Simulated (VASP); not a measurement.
# Al2Cu (I4/mcm) in VASP: notebook

The runs below take Al2Cu through single point, relaxation of cell and atoms, with PBEsol.

All numbers are computed with VASP 6.6.1; they aren't measurements. Logs are shortened: lines on timing, memory, paths and dates and some standing lists are left out, and cuts for length are marked.

### 1 The cell of the first run

Symmetry: I4/mcm, No. 140, tetragonal system. Conventional cell: a = 6.172 Å, b = 6.172 Å, c = 4.747 Å, α = 90.00°, β = 90.00°, γ = 90.00°. Al (site symmetry m2m) has 4 Cu at 2.61 Å and 11 Al at 2.76 to 3.29 Å within 3.4 Å. Cu (site symmetry 422) has 2 Cu at 2.37 Å and 8 Al at 2.61 Å within 3.1 Å.

### 2 Single point, PBEsol

Contents of INCAR:

```
PREC = Accurate
ENCUT = 520
EDIFF = 1E-6
ISMEAR = -4
SIGMA = 0.1
LREAL = False
LASPH = True
NELM = 100
ALGO = Fast
ISIF = 2
LWAVE = False
LCHARG = False
GGA = PS
NBANDS = 46
```

Contents of KPOINTS:

```
regular mesh
0
Gamma
  6 6 8
```

Contents of POSCAR:

```
Al2Cu
1.0
    6.1721205408      0.0000000000      0.0000000000
    0.0000000000      6.1721205408      0.0000000000
    0.0000000000      0.0000000000      4.7474711375
Al Cu
8 4
Direct
    0.1578245310      0.3421754690      0.0000000000
    0.1578245310      0.6578245310      0.5000000000
    0.8421754690      0.3421754690      0.5000000000
    0.8421754690      0.6578245310      0.0000000000
    0.6578245310      0.8421754690      0.5000000000
    0.6578245310      0.1578245310      0.0000000000
    0.3421754690      0.8421754690      0.0000000000
    0.3421754690      0.1578245310      0.5000000000
    0.0000000000      0.0000000000      0.7500000000
    0.0000000000      0.0000000000      0.2500000000
    0.5000000000      0.5000000000      0.2500000000
    0.5000000000      0.5000000000      0.7500000000
```

Potentials or basis: VASP PAW PBE potentials, release 64 (Al, Cu).

Launch:

```
cat potpaw_PBE.64/Al/POTCAR potpaw_PBE.64/Cu/POTCAR > POTCAR
mpirun -np 1 vasp_std > vasp.out
```

OUTCAR:

```text
PREC = Accurate
   ENCUT = 520
   EDIFF = 1E-6
   ISMEAR = -4
   LREAL = False
   LASPH = True
   NELM = 100
   ISIF = 2
   GGA = PS

 ion  position               nearest neighbor table
   1  0.158  0.342  0.000-   9 2.61  10 2.61  11 2.61  12 2.61   4 2.76   8 2.87   8 2.87   3 3.07
                             2 3.07   3 3.07   2 3.07   6 3.29   7 3.29   7 3.29   6 3.29
   2  0.158  0.658  0.500-   9 2.61  10 2.61  11 2.61  12 2.61   3 2.76   7 2.87   7 2.87   1 3.07
                             1 3.07   4 3.07   4 3.07   8 3.29   5 3.29   8 3.29   5 3.29
   3  0.842  0.342  0.500-   9 2.61  10 2.61  11 2.61  12 2.61   2 2.76   6 2.87   6 2.87   1 3.07
                             1 3.07   4 3.07   4 3.07   8 3.29   5 3.29   5 3.29   8 3.29
   4  0.842  0.658  0.000-   9 2.61  10 2.61  11 2.61  12 2.61   1 2.76   5 2.87   5 2.87   2 3.07
                             2 3.07   3 3.07   3 3.07   7 3.29   6 3.29   6 3.29   7 3.29
   5  0.658  0.842  0.500-   9 2.61  10 2.61  11 2.61  12 2.61   8 2.76   4 2.87   4 2.87   6 3.07
                             7 3.07   6 3.07   7 3.07   3 3.29   2 3.29   3 3.29   2 3.29
   6  0.658  0.158  0.000-   9 2.61  10 2.61  11 2.61  12 2.61   7 2.76   3 2.87   3 2.87   8 3.07
                             5 3.07   5 3.07   8 3.07   1 3.29   4 3.29   4 3.29   1 3.29
   7  0.342  0.842  0.000-   9 2.61  10 2.61  11 2.61  12 2.61   6 2.76   2 2.87   2 2.87   8 3.07
                             5 3.07   5 3.07   8 3.07   1 3.29   4 3.29   1 3.29   4 3.29
   8  0.342  0.158  0.500-   9 2.61  10 2.61  11 2.61  12 2.61   5 2.76   1 2.87   1 2.87   7 3.07
                             6 3.07   6 3.07   7 3.07   2 3.29   3 3.29   2 3.29   3 3.29
   9  0.000  0.000  0.750-  10 2.37  10 2.37   3 2.61   4 2.61   5 2.61   6 2.61   7 2.61   8 2.61
                             1 2.61   2 2.61
  10  0.000  0.000  0.250-   9 2.37   9 2.37   3 2.61   4 2.61   5 2.61   6 2.61   7 2.61   8 2.61
                             1 2.61   2 2.61
  11  0.500  0.500  0.250-  12 2.37  12 2.37   3 2.61   4 2.61   5 2.61   6 2.61   7 2.61   8 2.61
                             1 2.61   2 2.61
  12  0.500  0.500  0.750-  11 2.37  11 2.37   3 2.61   4 2.61   5 2.61   6 2.61   7 2.61   8 2.61
                             1 2.61   2 2.61

  LATTYP: Found a simple tetragonal cell.
 ALAT       =     6.1721205408
 C/A-ratio  =     0.7691799125

  Lattice vectors:

 A1 = (   6.1721205408,   0.0000000000,   0.0000000000)
 A2 = (   0.0000000000,   6.1721205408,   0.0000000000)
 A3 = (   0.0000000000,   0.0000000000,   4.7474711375)

Analysis of symmetry for initial positions (statically):
=====================================================================
 Subroutine PRICEL returns following result:

  LATTYP: Found a body centered tetragonal cell.
 ALAT       =     6.1721205408
 C/A-ratio  =     0.7691799125

  Lattice vectors:

 A1 = (   3.0860602704,  -3.0860602704,  -2.3737355688)
 A2 = (  -3.0860602704,   3.0860602704,  -2.3737355687)
 A3 = (   3.0860602704,   3.0860602704,   2.3737355687)
[... 169 lines left out ...]
  Fermi-wavevector in a.u.,A,eV,Ry     =   1.181592  2.232885 18.995895  1.396159
  Thomas-Fermi vector in A             =   2.317862
   LORBIT       =      0    0 simple, 1 ext, 2 COOP (PROOUT), +10 PAW based schemes
   GGA     = PS    functional components
   LHFCALC =     F    Hartree Fock is set to
   AEXX    =    0.0000 exact exchange contribution
   IVDW    =     0    specifies the selected vdW correction
   LEPSILON=     F    determine dielectric tensor
   LRPA    =     F    only Hartree local field effects (RPA)
 non-spin polarized calculation
 RMM-DIIS sequential band-by-band and
 Fermi weights with tetrahedron method witout Bloechl corrections
  energy-cutoff  :      520.00
  volume of cell :      180.86
 maximum number of plane-waves:      4922
 NGX is ok and might be reduce to    48

 number of electron      67.9999976 magnetization

 Free energy of the ion-electron system (eV)
  ---------------------------------------------------
  ext. energy  EPLUGINS =         0.00000000
  ---------------------------------------------------
  free energy    TOTEN  =       -51.65752970 eV

  energy without entropy =      -51.65752970  energy(sigma->0) =      -51.65752970

 E-fermi :   7.8556     XC(G=0): -10.9001

 val. band max:        8.1513544173   @ k =   0.3333   0.3333   0.2500
 cond. band min:       7.4069031871   @ k =   0.5000   0.3333   0.0000
 fundamental gap:     -0.7444512303
 Fermi energy:         7.8556128878

 k-point     1 :       0.0000    0.0000    0.0000
  band No.  band energies     occupation
      1      -2.9042      2.00000
      2       0.7594      2.00000
      3       0.7896      2.00000
      4       0.9198      2.00000
      5       0.9198      2.00000
      6       2.4423      2.00000
[... 1165 lines left out ...]
     45      12.4664      0.00000
     46      12.4728      0.00000

 [... further k-points ...]

------------------------ aborting loop because EDIFF is reached ----------------------------------------

  FORCE on cell =-STRESS in cart. coord.  units (eV):
  Direction    XX          YY          ZZ          XY          YZ          ZX
  --------------------------------------------------------------------------------------
  -------------------------------------------------------------------------------------
  Total       -6.5393274     -6.5393274      0.0337530      0.0000000      0.0000000      0.0000000
  in kB      -57.9312010    -57.9312010      0.2990140      0.0000000      0.0000000      0.0000000
  external PRESSURE =     -38.5211293 kB  Pullay stress =       0.0000000 kB

 VOLUME and BASIS-vectors are now :
 -----------------------------------------------------------------------------
  energy-cutoff  :      520.00
  volume of cell :      180.86
      direct lattice vectors                 reciprocal lattice vectors
     6.172120541  0.000000000  0.000000000     0.162018871  0.000000000  0.000000000
     0.000000000  6.172120541  0.000000000     0.000000000  0.162018871  0.000000000
     0.000000000  0.000000000  4.747471137     0.000000000  0.000000000  0.210638458

 POSITION                                       TOTAL-FORCE (eV/Angst)
 -----------------------------------------------------------------------------------
      0.97411      2.11195      0.00000         0.002355     -0.002355      0.000000
      0.97411      4.06017      2.37374         0.002355      0.002355      0.000000
      5.19801      2.11195      2.37374        -0.002355     -0.002355     -0.000000
      5.19801      4.06017      0.00000        -0.002355      0.002355      0.000000
      4.06017      5.19801      2.37374         0.002355     -0.002355      0.000000
      4.06017      0.97411      0.00000         0.002355      0.002355      0.000000
      2.11195      5.19801      0.00000        -0.002355     -0.002355     -0.000000
      2.11195      0.97411      2.37374        -0.002355      0.002355     -0.000000
      0.00000      0.00000      3.56060        -0.000000     -0.000000      0.000000
      0.00000      0.00000      1.18687        -0.000000     -0.000000      0.000000
      3.08606      3.08606      1.18687        -0.000000     -0.000000      0.000000
      3.08606      3.08606      3.56060        -0.000000     -0.000000      0.000000
 -----------------------------------------------------------------------------------
    total drift:                                0.000000     -0.000000     -0.000000

  FREE ENERGIE OF THE ION-ELECTRON SYSTEM (eV)
  ---------------------------------------------------
  free  energy   TOTEN  =       -51.6575297027 eV

  energy  without entropy=      -51.6575297027  energy(sigma->0) =      -51.65752970
```

It took 20 min on 1 thread of AMD EPYC 7R13, shared host; peak memory 0.44 GiB.

Results:

```yaml
Free_energy: -51.6575 eV
Pressure: -3.9 GPa
Largest_force: 0.003 eV/Å
Band_gap_on_the_k_mesh: zero (bands 34 and 35 overlap by 1.85 eV)
```

Forces in eV/Å, atoms in the order of the input:
```
Al   0.002 -0.002  0.000
Al   0.002  0.002  0.000
Al  -0.002 -0.002  0.000
Al  -0.002  0.002  0.000
Al   0.002 -0.002  0.000
Al   0.002  0.002  0.000
Al  -0.002 -0.002  0.000
Al  -0.002  0.002  0.000
Cu   0.000  0.000  0.000
Cu   0.000  0.000  0.000
Cu   0.000  0.000  0.000
Cu   0.000  0.000  0.000
```

Stress tensor (GPa, compression positive):
```
-5.79  0.00  0.00
 0.00 -5.79  0.00
 0.00  0.00  0.03
```

Caveat: the cell stands under tension; the PAW data sets were made with another functional, which shifts forces and pressure a little.

### 3 Relaxation of cell and atoms, PBEsol

This run uses another cell than the first one: it holds 6 atoms, not 12.

Contents of INCAR:

```
PREC = Accurate ; ENCUT = 600
EDIFF = 1E-6 ; ISMEAR = 0
SIGMA = 0.1 ; LREAL = F
LASPH = T ; NELM = 100
ALGO = Fast ; ISIF = 3
LWAVE = F ; LCHARG = F
GGA = PS ; IBRION = 2
NSW = 100 ; EDIFFG = -0.005
```

Contents of KPOINTS:

```
regular mesh
0
Gamma
  10 10 10
```

Contents of POSCAR:

```
Al2Cu
1.0
   -2.9988978291      2.9988978291      2.3927372905
    2.9988978291     -2.9988978291      2.3927372905
    2.9988978291      2.9988978291     -2.3927372905
Al Cu
4 2
Direct
    0.8413930800      0.6586069200      0.5000000000
    0.6586069200      0.1586069200      0.8172138300
    0.3413930800      0.8413930800      0.1827861700
    0.1586069200      0.3413930800      0.5000000000
    0.2500000000      0.2500000000      0.0000000000
    0.7500000000      0.7500000000      0.0000000000
```

Potentials or basis: VASP PAW PBE potentials, release 64 (Al, Cu).

Launch:

```
cat potpaw_PBE.64/Al/POTCAR potpaw_PBE.64/Cu/POTCAR > POTCAR
mpirun -np 1 vasp_std > vasp.out
```

OUTCAR:

```text
PREC = Accurate
   ENCUT = 600
   EDIFF = 1E-6
   ISMEAR = 0
   LREAL = F
   LASPH = T
   NELM = 100
   ISIF = 3
   GGA = PS
   IBRION = 2
   NSW = 100
   EDIFFG = -0.005

 ion  position               nearest neighbor table
   1  0.841  0.659  0.500-   5 2.56   6 2.56   6 2.56   5 2.56   4 2.69   4 2.85   4 2.85   3 3.06
                             2 3.06   2 3.06   3 3.06   3 3.19   2 3.19   3 3.19   2 3.19
   2  0.659  0.159  0.817-   5 2.56   6 2.56   5 2.56   6 2.56   3 2.69   3 2.85   3 2.85   4 3.06
                             1 3.06   1 3.06   4 3.06   1 3.19   4 3.19   1 3.19   4 3.19
   3  0.341  0.841  0.183-   5 2.56   6 2.56   5 2.56   6 2.56   2 2.69   2 2.85   2 2.85   4 3.06
                             1 3.06   1 3.06   4 3.06   4 3.19   1 3.19   1 3.19   4 3.19
   4  0.159  0.341  0.500-   6 2.56   5 2.56   5 2.56   6 2.56   1 2.69   1 2.85   1 2.85   3 3.06
                             2 3.06   2 3.06   3 3.06   3 3.19   2 3.19   2 3.19   3 3.19
   5  0.250  0.250  0.000-   6 2.39   6 2.39   1 2.56   4 2.56   1 2.56   4 2.56   2 2.56   3 2.56
                             2 2.56   3 2.56
   6  0.750  0.750  0.000-   5 2.39   5 2.39   4 2.56   1 2.56   4 2.56   1 2.56   3 2.56   2 2.56
                             3 2.56   2 2.56

  LATTYP: Found a body centered tetragonal cell.
 ALAT       =     5.9977956582
 C/A-ratio  =     0.7978722274

  Lattice vectors:

 A1 = (  -2.9988978291,   2.9988978291,   2.3927372905)
 A2 = (   2.9988978291,  -2.9988978291,   2.3927372905)
 A3 = (   2.9988978291,   2.9988978291,  -2.3927372905)
[... 308 lines left out ...]

 number of electron      33.9999998 magnetization

------------------------ aborting loop because EDIFF is reached ----------------------------------------
[... 75 lines left out ...]
--------------------------------------- Ionic step       14  -------------------------------------------

 number of electron      33.9999997 magnetization

 Free energy of the ion-electron system (eV)
  ---------------------------------------------------
  ext. energy  EPLUGINS =         0.00000000
  ---------------------------------------------------
  free energy    TOTEN  =       -26.01916736 eV

  energy without entropy =      -26.01004846  energy(sigma->0) =      -26.01460791

 E-fermi :   8.1891     XC(G=0): -11.0682

 val. band max:        8.1750161185   @ k =  -0.2000   0.4000   0.1000
 cond. band min:       8.1931515395   @ k =  -0.1000   0.3000   0.1000
 fundamental gap:      0.0181354210
 Fermi energy:         8.1890943964

 k-point     1 :       0.0000    0.0000    0.0000
  band No.  band energies     occupation
      1      -2.7504      2.00000
      2       2.7475      2.00000
      3       2.9434      2.00000
      4       2.9434      2.00000
      5       2.9646      2.00000
      6       3.8857      2.00000
[... 565 lines left out ...]
     20      10.8817      0.00000
     21      11.5764      0.00000

 [... further k-points ...]

------------------------ aborting loop because EDIFF is reached ----------------------------------------

  FORCE on cell =-STRESS in cart. coord.  units (eV):
  Direction    XX          YY          ZZ          XY          YZ          ZX
  --------------------------------------------------------------------------------------
  -------------------------------------------------------------------------------------
  Total        0.0052279      0.0052279      0.0263034      0.0000000      0.0000000      0.0000000
  in kB        0.0963781      0.0963781      0.4849098      0.0000000      0.0000000      0.0000000
  external PRESSURE =       0.2258887 kB  Pullay stress =       0.0000000 kB
[... 21 lines left out ...]
  FREE ENERGIE OF THE ION-ELECTRON SYSTEM (eV)
  ---------------------------------------------------
  free  energy   TOTEN  =       -26.0191673586 eV

  energy  without entropy=      -26.0100484638  energy(sigma->0) =      -26.01460791

 reached required accuracy - stopping structural energy minimisation
```

OSZICAR:

```text
N       E                     dE             d eps       ncg     rms          rms(c)
DAV:   1     0.197888281200E+03    0.19789E+03   -0.15425E+04  4284   0.204E+03
DAV:   2    -0.179798916008E+02   -0.21587E+03   -0.20966E+03  4284   0.355E+02
DAV:   3    -0.309782117435E+02   -0.12998E+02   -0.12301E+02  5922   0.112E+02
[... 125 lines left out ...]
RMM:   2    -0.260195093860E+02    0.13299E-03   -0.62513E-03  4375   0.125E+00    0.127E-01
RMM:   3    -0.260191729641E+02    0.33642E-03   -0.16056E-03  4311   0.766E-01    0.333E-02
RMM:   4    -0.260191680735E+02    0.48906E-05   -0.17044E-04  4893   0.804E-02    0.829E-03
RMM:   5    -0.260191678834E+02    0.19010E-06   -0.30706E-05  4368   0.824E-02    0.848E-03
RMM:   6    -0.260191673586E+02    0.52474E-06   -0.90710E-06  4052   0.441E-02
  14 F= -.26019167E+02 E0= -.26014608E+02  d E =-.701918E-04
```

CONTCAR:

```text
Al2Cu
   1.00000000000000
    -2.9987240344755355    2.9987240344755355    2.4161714380410015
     2.9987240344755355   -2.9987240344755355    2.4161714380410015
     2.9987240344755355    2.9987240344755355   -2.4161714380410015
  Al              Cu
     4     2
Direct
     0.8406367131534389    0.6593632868465611    0.5000000000000000
     0.6593632868465611    0.1593632868465612    0.8187265636931287
     0.3406367131534388    0.8406367131534389    0.1812734363068713
     0.1593632868465612    0.3406367131534388    0.5000000000000000
     0.2500000000000000    0.2500000000000000    0.0000000000000000
     0.7500000000000000    0.7500000000000000    0.0000000000000000

  0.00000000E+00  0.00000000E+00  0.00000000E+00
  0.00000000E+00  0.00000000E+00  0.00000000E+00
  0.00000000E+00  0.00000000E+00  0.00000000E+00
  0.00000000E+00  0.00000000E+00  0.00000000E+00
  0.00000000E+00  0.00000000E+00  0.00000000E+00
  0.00000000E+00  0.00000000E+00  0.00000000E+00
```

Wall time 46 min (1 thread of AMD EPYC 7R13, shared host); peak memory 0.37 GiB.

Results:

```
Free energy                           : -26.0192 eV
Relaxed volume                        : 14.48 Å³/atom
Relaxed cell                          : a = 4.881 Å, b = 4.881 Å, c = 4.881 Å, α = 104.19°, β = 104.19°, γ = 120.66°
Space group after relaxing (to 0.1 Å) : I4/mcm (No. 140)
Energy gained by relaxing             : 0.8 meV/atom
Ionic steps                           : 14
Pressure after relaxing               : 0.0 GPa
Band gap on the k mesh                : zero (bands 17 and 18 overlap by 4.41 eV)
```

Step by step:
```tsv
step	energy change (eV)	largest force (eV/Å)	pressure (GPa)	volume (Å³)
1	0.0000	0.0154	1.27	86.08
2	-0.0028	0.0354	-0.77	87.50
3	-0.0038	0.0279	-0.11	86.97
4	-0.0038	0.0284	-0.12	87.00
5	-0.0038	0.0293	-0.18	87.08
6	-0.0038	0.0287	-0.16	87.04
7	-0.0046	0.0271	0.00	86.99
8	-0.0049	0.0258	0.04	86.95
9	-0.0049	0.0254	-0.14	86.94
10	-0.0049	0.0245	-0.05	86.92
11	-0.0049	0.0253	-0.10	86.94
12	-0.0050	0.0095	0.18	86.80
13	-0.0050	0.0141	0.12	86.84
14	-0.0050	0.0013	0.02	86.91
```

Final structure:
```xyz
6
Lattice="-2.9987 2.9987 2.4162 2.9987 -2.9987 2.4162 2.9987 2.9987 -2.4162" Properties=species:S:1:pos:R:3 pbc="T T T"
Al    0.9558    2.0430    2.4162
Al    0.9558    3.9545    0.0000
Al    2.0430   -0.9558    2.4162
Al    2.0430    0.9558    0.0000
Cu    0.0000    0.0000    1.2081
Cu    0.0000    0.0000    3.6243
```

Levels at points of the mesh, in eV from the Fermi level:
```tsv
k point	band 15	band 16	band 17	band 18	band 19	band 20
(0.00, 0.00, 0.00)	-1.43	-1.25	-1.25	-0.84	-0.23	0.08
(0.50, 0.00, 0.00)	-2.64	-2.64	0.25	0.25	4.12	4.12
(0.50, 0.50, 0.00)	-1.50	-1.30	-0.90	-0.68	0.83	1.29
(0.50, 0.50, 0.50)	-3.29	-1.84	2.62	2.96	2.96	3.38
```

Caveat: the PAW data sets were made with another functional, which shifts forces and pressure a little.
